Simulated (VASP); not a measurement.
# SrO (P6/mmm) in VASP: a series of runs

SrO is run at these levels: PBE; tasks: single point, relaxation of cell and atoms.

Program: VASP 6.6.1. These are calculated values, not measurements. Logs are shortened: lines on timing, memory, paths and dates and some standing lists are left out, and cuts for length are marked.

### 1 The cell of the first run

Symmetry: P6/mmm, No. 191, hexagonal system. The conventional cell has a = 3.943 Å, b = 3.943 Å, c = 7.213 Å, α = 90.00°, β = 90.00°, γ = 120.00°. Within 3.5 Å of Sr (site symmetry 6mm) lie 6 O at 2.67 Å and 1 Sr at 2.81 Å. O (site symmetry -6m2) has 3 O at 2.28 Å and 6 Sr at 2.67 Å within 3.0 Å.

### 2 Single point, PBE

Input file INCAR:

```
SYSTEM = SrO
  PREC = Accurate
  ENCUT = 520
  EDIFF = 1E-7
  ISMEAR = 0
  SIGMA = 0.1
  LREAL = .FALSE.
  LASPH = .TRUE.
  NELM = 80
  ALGO = Normal
  ISIF = 2
  LWAVE = .FALSE.
  LCHARG = .FALSE.
  GGA = PE
  NBANDS = 24
```

Input file KPOINTS:

```
regular mesh
0
G
  12 12 6
  0 0 0
```

Input file POSCAR:

```
SrO
1.0
    3.9426612778      0.0000000000      0.0000000000
   -1.9713306389      3.4144448251      0.0000000000
    0.0000000000      0.0000000000      7.2129608148
Sr O
2 2
Direct
    0.0000000000      0.0000000000      0.8054037918
    0.0000000000      0.0000000000      0.1945962082
    0.3333333333      0.6666666667      0.0000000000
    0.6666666667      0.3333333333      0.0000000000
```

Potentials or basis: VASP PAW PBE potentials, release 64 (Sr_sv, O).

Command:

```bash
$ cat potpaw_PBE.64/Sr_sv/POTCAR potpaw_PBE.64/O/POTCAR > POTCAR
$ mpirun -np 1 vasp_std > vasp.out
```

OUTCAR:

```text
SYSTEM = SrO
   PREC = Accurate
   ENCUT = 520
   EDIFF = 1E-7
   ISMEAR = 0
   LREAL = .FALSE.
   LASPH = .TRUE.
   NELM = 80
   ISIF = 2
   GGA = PE

 ion  position               nearest neighbor table
   1  0.000  0.000  0.805-   3 2.67   4 2.67   4 2.67   3 2.67   4 2.67   3 2.67   2 2.81   2 4.41
                             2 4.84   2 4.84   2 4.84   2 4.84   2 4.84   2 4.84
   2  0.000  0.000  0.195-   3 2.67   4 2.67   4 2.67   3 2.67   4 2.67   3 2.67   1 2.81   1 4.41
                             1 4.84   1 4.84   1 4.84   1 4.84   1 4.84   1 4.84
   3  0.333  0.667  0.000-   1 2.67   2 2.67   1 2.67   2 2.67   1 2.67   2 2.67
   4  0.667  0.333  0.000-   1 2.67   2 2.67   1 2.67   2 2.67   1 2.67   2 2.67

  LATTYP: Found a hexagonal cell.
 ALAT       =     3.9426612778
 C/A-ratio  =     1.8294650001

  Lattice vectors:

 A1 = (   3.9426612778,   0.0000000000,   0.0000000000)
 A2 = (  -1.9713306389,   3.4144448251,   0.0000000000)
 A3 = (   0.0000000000,   0.0000000000,   7.2129608148)

Analysis of symmetry for initial positions (statically):
=====================================================================
 Subroutine PRICEL returns:
 Original cell was already a primitive cell.

 Routine SETGRP: Setting up the symmetry group for a
 hexagonal supercell.

 Subroutine GETGRP returns: Found 24 space group operations
 (whereof 24 operations were pure point group operations)
 out of a pool of 24 trial point group operations.

The static configuration has the point symmetry D_6h.

Analysis of symmetry for dynamics (positions and initial velocities):
=====================================================================
 Subroutine PRICEL returns:
 Original cell was already a primitive cell.

 Routine SETGRP: Setting up the symmetry group for a
 hexagonal supercell.

 Subroutine GETGRP returns: Found 24 space group operations
 (whereof 24 operations were pure point group operations)
 out of a pool of 24 trial point group operations.

The dynamic configuration has the point symmetry D_6h.

 Subroutine INISYM returns: Found 24 space group operations
 (whereof 24 operations are pure point group operations),
 and found     1 'primitive' translations

----------------------------------------------------------------------------------------

                                     Primitive cell

  volume of cell :      97.1009

  direct lattice vectors                    reciprocal lattice vectors
     3.942661278  0.000000000  0.000000000     0.253635788  0.146436690  0.000000000
    -1.971330639  3.414444825  0.000000000     0.000000000  0.292873381  0.000000000
     0.000000000  0.000000000  7.212960815     0.000000000  0.000000000  0.138639322

  length of vectors
     3.942661278  3.942661278  7.212960815     0.292873381  0.292873381  0.138639322

  position of ions in fractional coordinates (direct lattice)
     0.000000000  0.000000000  0.805403792
     0.000000000  0.000000000  0.194596208
     0.333333333  0.666666667  0.000000000
     0.666666667  0.333333333  0.000000000

  ion indices of the primitive-cell ions
   primitive index   ion index
                 1           1
                 2           2
                 3           3
                 4           4

----------------------------------------------------------------------------------------

 KPOINTS: regular mesh

Automatic generation of k-mesh.
 Grid dimensions read from file:
 generate k-points for:   12   12    6

 Generating k-lattice:

  Cartesian coordinates                     Fractional coordinates (reciprocal lattice)
     0.021136316  0.012203058  0.000000000     0.083333333  0.000000000  0.000000000
     0.000000000  0.024406115  0.000000000     0.000000000  0.083333333  0.000000000
     0.000000000  0.000000000  0.023106554     0.000000000  0.000000000  0.166666667

  Length of vectors
     0.024406115  0.024406115  0.023106554

  Shift w.r.t. Gamma in fractional coordinates (k-lattice)
     0.000000000  0.000000000  0.000000000

 Subroutine IBZKPT returns following result:
 ===========================================

 Found     76 irreducible k-points:

 Following reciprocal coordinates:
            Coordinates               Weight
  0.000000  0.000000  0.000000      1.000000
  0.083333  0.000000  0.000000      6.000000
  0.166667  0.000000  0.000000      6.000000
  0.250000  0.000000  0.000000      6.000000
  0.333333  0.000000  0.000000      6.000000
  0.416667  0.000000  0.000000      6.000000
[... 16 lines left out ...]
  0.250000  0.000000  0.166667     12.000000
  0.333333  0.000000  0.166667     12.000000
 [... further k-points ...]
   k-points           NKPTS =     76   k-points in BZ     NKDIM =     76   number of bands    NBANDS=     24
   number of dos      NEDOS =    301   number of ions     NIONS =      4
   total plane-waves  NPLWV =  48600
   dimension x,y,z NGX =    30 NGY =   30 NGZ =   54
   dimension x,y,z NGXF=    60 NGYF=   60 NGZF=  108
   ions per type =               2   2
   NGX,Y,Z   is equivalent  to a cutoff of  12.65, 12.65, 12.45 a.u.
   NGXF,Y,Z  is equivalent  to a cutoff of  25.30, 25.30, 24.89 a.u.
 SYSTEM =  SrO
   PREC   = accura    normal or accurate (medium, high low for compatibility)
   ISTART =      0    job   : 0-new  1-cont  2-samecut
   ICHARG =      2    charge: 1-file 2-atom 10-const
   ISPIN  =      1    spin polarized calculation?
   LNONCOLLINEAR =      F non collinear calculations
   LSORBIT =      F    spin-orbit coupling
   LASPH  =      T    aspherical Exc in radial PAW
   ENCUT  =  520.0 eV  38.22 Ry    6.18 a.u.   7.33  7.33 13.41*2*pi/ulx,y,z
   NELM   =     80;   NELMIN=  2; NELMDL= -5     # of ELM steps
   EDIFF  = 0.1E-06   stopping-criterion for ELM
   LREAL  =      F    real-space projection
   EDIFFG = 0.1E-05   stopping-criterion for IOM
   NSW    =      0    number of steps for IOM
   IBRION =     -1    ionic relax: 0-MD 1-quasi-New 2-CG
   NFREE  =      0    steps in history (QN), initial steepest desc. (CG)
   ISIF   =      2    stress and relaxation
   ISYM   =      2    0-nonsym 1-usesym 2-fastsym
   POTIM  = 0.5000    time-step for ionic-motion
   TEBEG  =    0.0;   TEEND  =   0.0 temperature during run
   PSTRESS=    0.0 pullay stress
   NELECT =      32.0000    total number of electrons
   NUPDOWN=      -1.0000    fix difference up-down
   EMIN   =  10.00;   EMAX   =-10.00  energy-range for DOS
   EFERMI =   0.00;   METHOD = LEGACY
   ISMEAR =     0;   SIGMA  =   0.10  broadening in eV -4-tet -1-fermi 0-gaus
   EFERMI_NEDOS =   21; number of points for ismear=-14 and -15
   IALGO  =     38    algorithm
   IMIX   =      4    mixing-type and parameters
     AMIX     =   0.40;   BMIX     =  1.00
     AMIX_MAG =   1.60;   BMIX_MAG =  1.00
  volume/ion in A,a.u.               =      24.28       163.82
  Fermi-wavevector in a.u.,A,eV,Ry     =   1.130795  2.136892 17.397725  1.278697
  Thomas-Fermi vector in A             =   2.267492
   LORBIT       =      0    0 simple, 1 ext, 2 COOP (PROOUT), +10 PAW based schemes
   GGA     = PE    functional components
   LHFCALC =     F    Hartree Fock is set to
   AEXX    =    0.0000 exact exchange contribution
   IVDW    =     0    specifies the selected vdW correction
   LEPSILON=     F    determine dielectric tensor
   LRPA    =     F    only Hartree local field effects (RPA)
 non-spin polarized calculation
 Gauss-broadening in eV      SIGMA  =   0.10
  energy-cutoff  :      520.00
  volume of cell :       97.10
 maximum number of plane-waves:      2655
 NGX is ok and might be reduce to    30
   NGX = 15   NGY = 15   NGZ = 27

 number of electron      31.9999982 magnetization

 Free energy of the ion-electron system (eV)
  ---------------------------------------------------
  ext. energy  EPLUGINS =         0.00000000
  ---------------------------------------------------
  free energy    TOTEN  =       -18.34724416 eV

  energy without entropy =      -18.33139022  energy(sigma->0) =      -18.33931719

 E-fermi :   2.1192     XC(G=0):  -8.4446

 val. band max:        2.1142431677   @ k =   0.4167   0.0000   0.5000
 cond. band min:       2.1372000328   @ k =   0.3333   0.0833   0.3333
 fundamental gap:      0.0229568651
 Fermi energy:         2.1191737993

 k-point     1 :       0.0000    0.0000    0.0000
  band No.  band energies     occupation
      1     -33.2935      2.00000
      2     -33.0312      2.00000
      3     -17.0820      2.00000
      4     -15.0740      2.00000
      5     -15.0740      2.00000
      6     -14.8312      2.00000
[... 16 lines left out ...]
     23       7.5507      0.00000
     24       7.6777      0.00000

 k-point     2 :       0.0833    0.0000    0.0000
  band No.  band energies     occupation
      1     -33.2911      2.00000
      2     -33.0294      2.00000
      3     -17.0610      2.00000
      4     -15.2453      2.00000
      5     -15.0812      2.00000
      6     -14.8554      2.00000
[... 16 lines left out ...]
     23       7.3624      0.00000
     24       7.7110      0.00000

 k-point     3 :       0.1667    0.0000    0.0000
  band No.  band energies     occupation
      1     -33.2846      2.00000
      2     -33.0244      2.00000
      3     -16.9992      2.00000
      4     -15.4958      2.00000
      5     -15.1007      2.00000
      6     -14.9208      2.00000
[... 16 lines left out ...]
     23       7.1660      0.00000
     24       7.6681      0.00000

 k-point     4 :       0.2500    0.0000    0.0000
  band No.  band energies     occupation
      1     -33.2756      2.00000
      2     -33.0176      2.00000
      3     -16.9009      2.00000
      4     -15.7364      2.00000
      5     -15.1272      2.00000
      6     -15.0082      2.00000
[... 16 lines left out ...]
     23       7.5653      0.00000
     24       7.8062      0.00000

 k-point     5 :       0.3333    0.0000    0.0000
  band No.  band energies     occupation
      1     -33.2666      2.00000
      2     -33.0108      2.00000
      3     -16.7736      2.00000
      4     -15.9565      2.00000
      5     -15.1533      2.00000
      6     -15.0935      2.00000
[... 16 lines left out ...]
     23       8.1868      0.00000
     24       8.2346      0.00000

 k-point     6 :       0.4167    0.0000    0.0000
  band No.  band energies     occupation
      1     -33.2600      2.00000
      2     -33.0057      2.00000
      3     -16.6329      2.00000
      4     -16.1477      2.00000
      5     -15.1724      2.00000
      6     -15.1547      2.00000
[... 16 lines left out ...]
     23       8.6516      0.00000
     24       8.6862      0.00000
[... 379 lines left out ...]
 k-point    21 :       0.0833    0.0000    0.1667
  band No.  band energies     occupation
      1     -33.2907      2.00000
      2     -33.0299      2.00000
      3     -17.0567      2.00000
      4     -15.2427      2.00000
      5     -15.0805      2.00000
      6     -14.8563      2.00000
[... 16 lines left out ...]
     23       7.4484      0.00000
     24       7.7795      0.00000

 k-point    22 :       0.1667    0.0000    0.1667
  band No.  band energies     occupation
      1     -33.2841      2.00000
      2     -33.0249      2.00000
      3     -16.9952      2.00000
      4     -15.4919      2.00000
      5     -15.1000      2.00000
      6     -14.9218      2.00000
[... 16 lines left out ...]
     23       7.2980      0.00000
     24       7.7330      0.00000

 k-point    23 :       0.2500    0.0000    0.1667
  band No.  band energies     occupation
      1     -33.2752      2.00000
      2     -33.0180      2.00000
      3     -16.8974      2.00000
      4     -15.7317      2.00000
      5     -15.1264      2.00000
      6     -15.0094      2.00000
[... 16 lines left out ...]
     23       7.5612      0.00000
     24       7.8200      0.00000

 k-point    24 :       0.3333    0.0000    0.1667
  band No.  band energies     occupation
      1     -33.2662      2.00000
      2     -33.0112      2.00000
      3     -16.7707      2.00000
      4     -15.9511      2.00000
      5     -15.1526      2.00000
      6     -15.0949      2.00000
[... 16 lines left out ...]
     23       8.0646      0.00000
     24       8.1678      0.00000

 [... further k-points ...]
[... 5 lines left out ...]
  --------------------------------------------------------------------------------------
  -------------------------------------------------------------------------------------
  Total        0.1383742      0.1383742      0.2111263      0.0000000      0.0000000      0.0000000
  in kB        2.2831928      2.2831928      3.4836123      0.0000000      0.0000000      0.0000000
  external PRESSURE =       2.6833326 kB  Pullay stress =       0.0000000 kB

 VOLUME and BASIS-vectors are now :
 -----------------------------------------------------------------------------
  energy-cutoff  :      520.00
  volume of cell :       97.10
      direct lattice vectors                 reciprocal lattice vectors
     3.942661278  0.000000000  0.000000000     0.253635788  0.146436690  0.000000000
    -1.971330639  3.414444825  0.000000000     0.000000000  0.292873381  0.000000000
     0.000000000  0.000000000  7.212960815     0.000000000  0.000000000  0.138639322

 POSITION                                       TOTAL-FORCE (eV/Angst)
 -----------------------------------------------------------------------------------
      0.00000      0.00000      5.80935         0.000000      0.000000     -0.097529
      0.00000      0.00000      1.40361         0.000000     -0.000000      0.097529
     -0.00000      2.27630      0.00000        -0.000000      0.000000      0.000000
      1.97133      1.13815      0.00000         0.000000     -0.000000     -0.000000
 -----------------------------------------------------------------------------------
    total drift:                               -0.000000      0.000000      0.000000

  FREE ENERGIE OF THE ION-ELECTRON SYSTEM (eV)
  ---------------------------------------------------
  free  energy   TOTEN  =       -18.3472441641 eV

  energy  without entropy=      -18.3313902206  energy(sigma->0) =      -18.33931719
```

Wall time 95 s (1 thread of Intel Xeon 6975P-C (Granite Rapids), shared host); peak memory 0.3 GiB.

Results:

* Free energy: -18.3472 eV
* Pressure: 0.3 GPa
* Largest force: 0.098 eV/Å
* Band gap on the k mesh: zero (band 16 reaches 2.86 eV, above the bottom of band 17 at 1.10 eV)

Forces in eV/Å, atoms in the order of the input:
```
Sr   0.000  0.000 -0.098
Sr   0.000  0.000  0.098
O    0.000  0.000  0.000
O    0.000  0.000  0.000
```

Levels at points of the mesh, in eV from the Fermi level:
| k point | band 12 | band 13 | band 14 | band 15 | band 16 | band 17 | band 18 | band 19 | band 20 | band 21 |
| --- | --- | --- | --- | --- | --- | --- | --- | --- | --- | --- |
| (0.00, 0.00, 0.00) | -3.96 | -3.96 | -1.72 | -1.22 | -1.02 | -1.02 | 1.97 | 2.92 | 4.43 | 4.43 |
| (0.50, 0.00, 0.00) | -3.08 | -2.71 | -2.58 | -0.83 | 0.08 | 0.65 | 1.09 | 2.61 | 3.61 | 4.33 |
| (0.00, 0.00, 0.50) | -3.96 | -3.96 | -1.22 | -1.01 | -1.01 | -0.99 | 1.13 | 3.58 | 4.27 | 4.27 |
| (0.50, 0.00, 0.50) | -3.04 | -2.74 | -2.58 | -0.79 | 0.08 | 0.83 | 1.67 | 2.87 | 2.93 | 4.24 |

(Part 1 of 3 ends here.)
